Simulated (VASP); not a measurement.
# Hg (R-3m) in VASP: notebook

The runs below take Hg through single point, with PBE, r2SCAN.

All numbers are computed with VASP 6.6.1; they aren't measurements. Logs are shortened: lines on timing, memory, paths and dates and some standing lists are left out, and cuts for length are marked.

## 1. The cell of the first run

Symmetry: R-3m, No. 166, trigonal system. The conventional cell has a = 3.883 Å, b = 3.883 Å, c = 6.552 Å, α = 90.00°, β = 90.00°, γ = 120.00°. Within 4.1 Å of Hg (site symmetry -3m) lie 12 Hg at 3.13 to 3.88 Å.

## 2. Single point, PBE

File INCAR:

```
SYSTEM = Hg
PREC = Accurate
ENCUT = 520
EDIFF = 1E-7
ISMEAR = 0
SIGMA = 0.05
LREAL = .FALSE.
LASPH = .TRUE.
NELM = 60
ALGO = Normal
ISIF = 2
LWAVE = .FALSE.
LCHARG = .FALSE.
GGA = PE
NBANDS = 12
```

File KPOINTS:

```
Automatic mesh
0
G
  8 8 8
  0 0 0
```

File POSCAR:

```
Hg
1.0
    1.9413696505      1.1208502903      2.1840867112
   -1.9413696505      1.1208502903      2.1840867112
    0.0000000000     -2.2417005806      2.1840867112
Hg
1
Direct
    0.0000000000      0.0000000000      0.0000000000
```

Potentials or basis: VASP PAW PBE potentials, release 64 (Hg).

Run with:

```bash
$ cat potpaw_PBE.64/Hg/POTCAR > POTCAR
$ mpirun -np 1 vasp_std > vasp.out
```

OUTCAR:

```text
SYSTEM = Hg
   PREC = Accurate
   ENCUT = 520
   EDIFF = 1E-7
   ISMEAR = 0
   LREAL = .FALSE.
   LASPH = .TRUE.
   NELM = 60
   ISIF = 2
   GGA = PE

 ion  position               nearest neighbor table
   1  0.000  0.000  0.000-

  LATTYP: Found a trigonal (rhomboedric) cell.
 ALAT       =     3.1297693613
 COS(alpha) =     0.2304766574

  Lattice vectors:

 A1 = (   1.9413696505,   1.1208502903,   2.1840867112)
 A2 = (  -1.9413696505,   1.1208502903,   2.1840867112)
 A3 = (   0.0000000000,  -2.2417005806,   2.1840867112)

Analysis of symmetry for initial positions (statically):
=====================================================================
 Subroutine PRICEL returns:
 Original cell was already a primitive cell.

 Routine SETGRP: Setting up the symmetry group for a
 trigonal (rhombohedral) supercell.

 Subroutine GETGRP returns: Found 12 space group operations
 (whereof 12 operations were pure point group operations)
 out of a pool of 12 trial point group operations.

The static configuration has the point symmetry D_3d.

Analysis of symmetry for dynamics (positions and initial velocities):
=====================================================================
 Subroutine PRICEL returns:
 Original cell was already a primitive cell.

 Routine SETGRP: Setting up the symmetry group for a
 trigonal (rhombohedral) supercell.

 Subroutine GETGRP returns: Found 12 space group operations
 (whereof 12 operations were pure point group operations)
 out of a pool of 12 trial point group operations.

The dynamic configuration has the point symmetry D_3d.

 Subroutine INISYM returns: Found 12 space group operations
 (whereof 12 operations are pure point group operations),
 and found     1 'primitive' translations

----------------------------------------------------------------------------------------

                                     Primitive cell

  volume of cell :      28.5152

  direct lattice vectors                    reciprocal lattice vectors
     1.941369650  1.120850290  2.184086711     0.257550127  0.148696635  0.152619093
    -1.941369650  1.120850290  2.184086711    -0.257550127  0.148696635  0.152619093
     0.000000000 -2.241700581  2.184086711     0.000000000 -0.297393270  0.152619093

  length of vectors
     3.129769361  3.129769361  3.129769361     0.334268372  0.334268372  0.334268372

  position of ions in fractional coordinates (direct lattice)
     0.000000000  0.000000000  0.000000000

  ion indices of the primitive-cell ions
   primitive index   ion index
                 1           1

----------------------------------------------------------------------------------------

 KPOINTS: Automatic mesh

Automatic generation of k-mesh.
 Grid dimensions read from file:
 generate k-points for:    8    8    8

 Generating k-lattice:

  Cartesian coordinates                     Fractional coordinates (reciprocal lattice)
     0.032193766  0.018587079  0.019077387     0.125000000  0.000000000 -0.000000000
    -0.032193766  0.018587079  0.019077387     0.000000000  0.125000000 -0.000000000
     0.000000000 -0.037174159  0.019077387    -0.000000000 -0.000000000  0.125000000

  Length of vectors
     0.041783547  0.041783547  0.041783547

  Shift w.r.t. Gamma in fractional coordinates (k-lattice)
     0.000000000  0.000000000  0.000000000

 Subroutine IBZKPT returns following result:
 ===========================================

 Found     65 irreducible k-points:

 Following reciprocal coordinates:
            Coordinates               Weight
  0.000000  0.000000  0.000000      1.000000
  0.125000  0.000000  0.000000      6.000000
  0.250000  0.000000  0.000000      6.000000
  0.375000 -0.000000  0.000000      6.000000
  0.500000  0.000000  0.000000      3.000000
  0.125000  0.125000  0.000000      6.000000
[... 16 lines left out ...]
  0.250000  0.125000  0.125000      6.000000
  0.375000  0.125000  0.125000      6.000000
 [... further k-points ...]
   k-points           NKPTS =     65   k-points in BZ     NKDIM =     65   number of bands    NBANDS=     12
   number of dos      NEDOS =    301   number of ions     NIONS =      1
   total plane-waves  NPLWV =  13824
   dimension x,y,z NGX =    24 NGY =   24 NGZ =   24
   dimension x,y,z NGXF=    48 NGYF=   48 NGZF=   48
   ions per type =               1
   NGX,Y,Z   is equivalent  to a cutoff of  12.75, 12.75, 12.75 a.u.
   NGXF,Y,Z  is equivalent  to a cutoff of  25.50, 25.50, 25.50 a.u.
 SYSTEM =  Hg
   PREC   = accura    normal or accurate (medium, high low for compatibility)
   ISTART =      0    job   : 0-new  1-cont  2-samecut
   ICHARG =      2    charge: 1-file 2-atom 10-const
   ISPIN  =      1    spin polarized calculation?
   LNONCOLLINEAR =      F non collinear calculations
   LSORBIT =      F    spin-orbit coupling
   LASPH  =      T    aspherical Exc in radial PAW
   ENCUT  =  520.0 eV  38.22 Ry    6.18 a.u.   5.82  5.82  5.82*2*pi/ulx,y,z
   NELM   =     60;   NELMIN=  2; NELMDL= -5     # of ELM steps
   EDIFF  = 0.1E-06   stopping-criterion for ELM
   LREAL  =      F    real-space projection
   EDIFFG = 0.1E-05   stopping-criterion for IOM
   NSW    =      0    number of steps for IOM
   IBRION =     -1    ionic relax: 0-MD 1-quasi-New 2-CG
   NFREE  =      0    steps in history (QN), initial steepest desc. (CG)
   ISIF   =      2    stress and relaxation
   ISYM   =      2    0-nonsym 1-usesym 2-fastsym
   POTIM  = 0.5000    time-step for ionic-motion
   TEBEG  =    0.0;   TEEND  =   0.0 temperature during run
   PSTRESS=    0.0 pullay stress
   NELECT =      12.0000    total number of electrons
   NUPDOWN=      -1.0000    fix difference up-down
   EMIN   =  10.00;   EMAX   =-10.00  energy-range for DOS
   EFERMI =   0.00;   METHOD = LEGACY
   ISMEAR =     0;   SIGMA  =   0.05  broadening in eV -4-tet -1-fermi 0-gaus
   EFERMI_NEDOS =   21; number of points for ismear=-14 and -15
   IALGO  =     38    algorithm
   IMIX   =      4    mixing-type and parameters
     AMIX     =   0.40;   BMIX     =  1.00
     AMIX_MAG =   1.60;   BMIX_MAG =  1.00
  volume/ion in A,a.u.               =      28.52       192.43
  Fermi-wavevector in a.u.,A,eV,Ry     =   1.226807  2.318329 20.477523  1.505055
  Thomas-Fermi vector in A             =   2.361794
   LORBIT       =      0    0 simple, 1 ext, 2 COOP (PROOUT), +10 PAW based schemes
   GGA     = PE    functional components
   LHFCALC =     F    Hartree Fock is set to
   AEXX    =    0.0000 exact exchange contribution
   IVDW    =     0    specifies the selected vdW correction
   LEPSILON=     F    determine dielectric tensor
   LRPA    =     F    only Hartree local field effects (RPA)
 non-spin polarized calculation
 Gauss-broadening in eV      SIGMA  =   0.05
  energy-cutoff  :      520.00
  volume of cell :       28.52
 maximum number of plane-waves:       779
   NGX = 11   NGY = 11   NGZ = 11

 number of electron      11.9999999 magnetization

 Free energy of the ion-electron system (eV)
  ---------------------------------------------------
  ext. energy  EPLUGINS =         0.00000000
  ---------------------------------------------------
  free energy    TOTEN  =        -0.17403830 eV

  energy without entropy =       -0.17367366  energy(sigma->0) =       -0.17385598

 E-fermi :   1.6012     XC(G=0):  -9.7868

 val. band max:        1.5827257643   @ k =   0.5000   0.5000   0.0000
 cond. band min:       1.7327062993   @ k =  -0.3750   0.5000   0.2500
 fundamental gap:      0.1499805351
 Fermi energy:         1.6011599683

 k-point     1 :       0.0000    0.0000    0.0000
  band No.  band energies     occupation
      1      -6.3807      2.00000
      2      -5.8638      2.00000
      3      -5.8638      2.00000
      4      -4.4878      2.00000
      5      -4.4878      2.00000
      6      -4.4745      2.00000
      7      11.8920      0.00000
      8      11.8920      0.00000
      9      12.1986      0.00000
     10      15.5224      0.00000
     11      17.0252      0.00000
     12      17.0252      0.00000

 k-point     2 :       0.1250    0.0000    0.0000
  band No.  band energies     occupation
      1      -6.1466      2.00000
      2      -5.8483      2.00000
      3      -5.6955      2.00000
      4      -4.5431      2.00000
      5      -4.5119      2.00000
      6      -4.4821      2.00000
      7       9.4050      0.00000
      8      12.1228      0.00000
      9      12.3327      0.00000
     10      16.3017      0.00000
     11      17.0785      0.00000
     12      19.2655      0.00000

 k-point     3 :       0.2500    0.0000    0.0000
  band No.  band energies     occupation
      1      -5.9462      2.00000
      2      -5.8206      2.00000
      3      -4.7704      2.00000
      4      -4.6602      2.00000
      5      -4.5449      2.00000
      6      -4.4707      2.00000
      7       5.8146      0.00000
      8      12.6244      0.00000
      9      12.7354      0.00000
     10      17.1868      0.00000
     11      17.3262      0.00000
     12      19.1965      0.00000
[... 286 lines left out ...]
 k-point    23 :       0.2500    0.1250    0.1250
  band No.  band energies     occupation
      1      -5.5949      2.00000
      2      -5.5945      2.00000
      3      -4.9961      2.00000
      4      -4.8028      2.00000
      5      -4.6440      2.00000
      6      -4.5772      2.00000
      7       7.6000      0.00000
      8      12.5203      0.00000
      9      12.7683      0.00000
     10      16.2310      0.00000
     11      16.8621      0.00000
     12      18.2174      0.00000

 k-point    24 :       0.3750    0.1250    0.1250
  band No.  band energies     occupation
      1      -5.5776      2.00000
      2      -5.5682      2.00000
      3      -4.9020      2.00000
      4      -4.8742      2.00000
      5      -4.6296      2.00000
      6      -3.1649      2.00000
      7       4.0569      0.00000
      8      13.3211      0.00000
      9      13.6902      0.00000
     10      15.1712      0.00000
     11      16.0417      0.00000
     12      17.4377      0.00000

 [... further k-points ...]
[... 5 lines left out ...]
  --------------------------------------------------------------------------------------
  -------------------------------------------------------------------------------------
  Total        0.0172929      0.0172929      0.0440060      0.0000000     -0.0000000     -0.0000000
  in kB        0.9716319      0.9716319      2.4725517      0.0000000     -0.0000000     -0.0000000
  external PRESSURE =       1.4719385 kB  Pullay stress =       0.0000000 kB

 VOLUME and BASIS-vectors are now :
 -----------------------------------------------------------------------------
  energy-cutoff  :      520.00
  volume of cell :       28.52
      direct lattice vectors                 reciprocal lattice vectors
     1.941369650  1.120850290  2.184086711     0.257550127  0.148696635  0.152619093
    -1.941369650  1.120850290  2.184086711    -0.257550127  0.148696635  0.152619093
     0.000000000 -2.241700581  2.184086711     0.000000000 -0.297393270  0.152619093

 POSITION                                       TOTAL-FORCE (eV/Angst)
 -----------------------------------------------------------------------------------
      0.00000      0.00000      0.00000        -0.000000      0.000000     -0.000000
 -----------------------------------------------------------------------------------
    total drift:                                0.000000     -0.000000      0.000000

  FREE ENERGIE OF THE ION-ELECTRON SYSTEM (eV)
  ---------------------------------------------------
  free  energy   TOTEN  =        -0.1740382996 eV

  energy  without entropy=       -0.1736736613  energy(sigma->0) =       -0.17385598
```

Run time: 4.6 s. Hardware: 1 thread of Intel Xeon 6975P-C (Granite Rapids), shared host; peak memory 0.15 GiB.

Results:

```yaml
Free_energy: -0.1740 eV
Pressure: 0.1 GPa
Band_gap_on_the_k_mesh: zero (band 6 reaches 2.83 eV, above the bottom of band 7 at 0.18 eV)
```

Levels at points of the mesh, in eV from the Fermi level:
```csv
k point,band 3,band 4,band 5,band 6,band 7,band 8,band 9,band 10
"(0.00, 0.00, 0.00)",-7.46,-6.09,-6.09,-6.08,10.29,10.29,10.60,13.92
"(0.50, 0.00, 0.00)",-6.38,-6.14,-6.08,-2.82,-1.42,11.48,11.53,15.55
"(0.50, 0.50, 0.00)",-6.25,-6.19,-5.52,-0.02,0.42,3.35,8.02,11.03
"(0.50, 0.50, 0.50)",-7.04,-5.55,-5.55,1.22,1.80,6.78,6.78,9.85
```

Caveat: spin-orbit coupling is left out, which moves the levels of the heavy elements.

## 3. Single point, r2SCAN

This run uses another cell than the first one, of 27.01 Å³/atom, 0.947 times its volume.

File POSCAR:

```
Hg
1.0
    1.9867233999      1.1470352897      1.9753621536
   -1.9867233999      1.1470352897      1.9753621536
    0.0000000000     -2.2940705794      1.9753621536
Hg
1
Direct
    0.0000000000      0.0000000000      0.0000000000
```

File INCAR.step1:

```
SYSTEM = Hg
ALGO = Normal ; EDIFF = 1E-4
ENCUT = 520 ; GGA = PE
ISMEAR = 0 ; LASPH = .True.
LCHARG = .False. ; LREAL = .False.
LWAVE = .True. ; NBANDS = 12
NELM = 60 ; PREC = Accurate
SIGMA = 0.05
```

File INCAR.step2:

```
SYSTEM = Hg
ALGO = Normal ; EDIFF = 1E-6
ENCUT = 520 ; ISIF = 2
ISMEAR = 0 ; ISTART = 1
LASPH = .True. ; LCHARG = .False.
LMIXTAU = .True. ; LREAL = .False.
LWAVE = .False. ; METAGGA = R2SCAN
NBANDS = 12 ; NELM = 60
PREC = Accurate ; SIGMA = 0.05
```

File KPOINTS:

```
k-points
0
Gamma
  14 14 14
  0 0 0
```

Potentials or basis: VASP PAW PBE potentials, release 64 (Hg).

Run with:

```bash
$ cat potpaw_PBE.64/Hg/POTCAR > POTCAR
$ cp INCAR.step1 INCAR
$ mpirun -np 1 vasp_std > vasp.out
$ cp INCAR.step2 INCAR
$ mpirun -np 1 vasp_std > vasp.out
```

OUTCAR:

```text
SYSTEM = Hg
   EDIFF = 1E-6
   ENCUT = 520
   ISIF = 2
   ISMEAR = 0
   ISTART = 1
   LASPH = .True.
   LREAL = .False.
   METAGGA = R2SCAN
   NELM = 60
   PREC = Accurate

 ion  position               nearest neighbor table
   1  0.000  0.000  0.000-

  LATTYP: Found a trigonal (rhomboedric) cell.
 ALAT       =     3.0273446222
 COS(alpha) =     0.1386471699

  Lattice vectors:

 A1 = (   1.9867233999,   1.1470352897,   1.9753621536)
 A2 = (  -1.9867233999,   1.1470352897,   1.9753621536)
 A3 = (   0.0000000000,  -2.2940705794,   1.9753621536)

Analysis of symmetry for initial positions (statically):
=====================================================================
 Subroutine PRICEL returns:
 Original cell was already a primitive cell.

 Routine SETGRP: Setting up the symmetry group for a
 trigonal (rhombohedral) supercell.

 Subroutine GETGRP returns: Found 12 space group operations
 (whereof 12 operations were pure point group operations)
 out of a pool of 12 trial point group operations.

The static configuration has the point symmetry D_3d.

[... 166 lines left out ...]
  band No.  band energies     occupation
      1      -6.7884      2.00000
      2      -6.4712      2.00000
      3      -6.4712      2.00000
      4      -4.5742      2.00000
      5      -4.5742      2.00000
      6      -4.5224      2.00000
      7      12.4290      0.00000
      8      12.4290      0.00000
      9      12.6341      0.00000
     10      16.1935      0.00000
     11      18.0077      0.00000
     12      18.0077      0.00000
[... 331 lines left out ...]
 k-point    24 :       0.2857    0.1429    0.0000
  band No.  band energies     occupation
      1      -6.3531      2.00000
      2      -5.9373      2.00000
      3      -5.2502      2.00000
      4      -4.8492      2.00000
      5      -4.6358      2.00000
      6      -4.3749      2.00000
      7       6.0445      0.00000
      8      12.0370      0.00000
      9      13.9266      0.00000
     10      16.4148      0.00000
     11      18.6290      0.00000
     12      21.2933      0.00000

 [... further k-points ...]

------------------------ aborting loop because EDIFF is reached ----------------------------------------

  FORCE on cell =-STRESS in cart. coord.  units (eV):
  Direction    XX          YY          ZZ          XY          YZ          ZX
  --------------------------------------------------------------------------------------
  -------------------------------------------------------------------------------------
  Total        0.0460077      0.0460077      0.0712530      0.0000000      0.0000000     -0.0000000
  in kB        2.7291575      2.7291575      4.2266999      0.0000000      0.0000000     -0.0000000
  external PRESSURE =       3.2283383 kB  Pullay stress =       0.0000000 kB

 VOLUME and BASIS-vectors are now :
 -----------------------------------------------------------------------------
  energy-cutoff  :      520.00
  volume of cell :       27.01
      direct lattice vectors                 reciprocal lattice vectors
     1.986723400  1.147035290  1.975362154     0.251670665  0.145302126  0.168745429
    -1.986723400  1.147035290  1.975362154    -0.251670665  0.145302126  0.168745429
     0.000000000 -2.294070579  1.975362154     0.000000000 -0.290604253  0.168745429

 POSITION                                       TOTAL-FORCE (eV/Angst)
 -----------------------------------------------------------------------------------
      0.00000      0.00000      0.00000        -0.000000      0.000000     -0.000000
 -----------------------------------------------------------------------------------
    total drift:                                0.000000     -0.000000      0.000000

  FREE ENERGIE OF THE ION-ELECTRON SYSTEM (eV)
  ---------------------------------------------------
  free  energy   TOTEN  =       -49.3503444154 eV

  energy  without entropy=      -49.3502090543  energy(sigma->0) =      -49.35027673
```

Run time: 59 s. Hardware: 1 thread of Intel Xeon 6975P-C (Granite Rapids), shared host; peak memory 0.21 GiB.

Results:

```
Free energy            : -49.3503 eV
Pressure               : 0.3 GPa
Band gap on the k mesh : zero (band 6 reaches 4.66 eV, above the bottom of band 7 at 0.19 eV)
```

Stress tensor (GPa, compression positive):
```
0.27 0.00 0.00
0.00 0.27 0.00
0.00 0.00 0.42
```

Caveat: the PAW data sets were made with another functional, which shifts forces and pressure a little; spin-orbit coupling is left out, which moves the levels of the heavy elements.

[end of part 1 of 2]
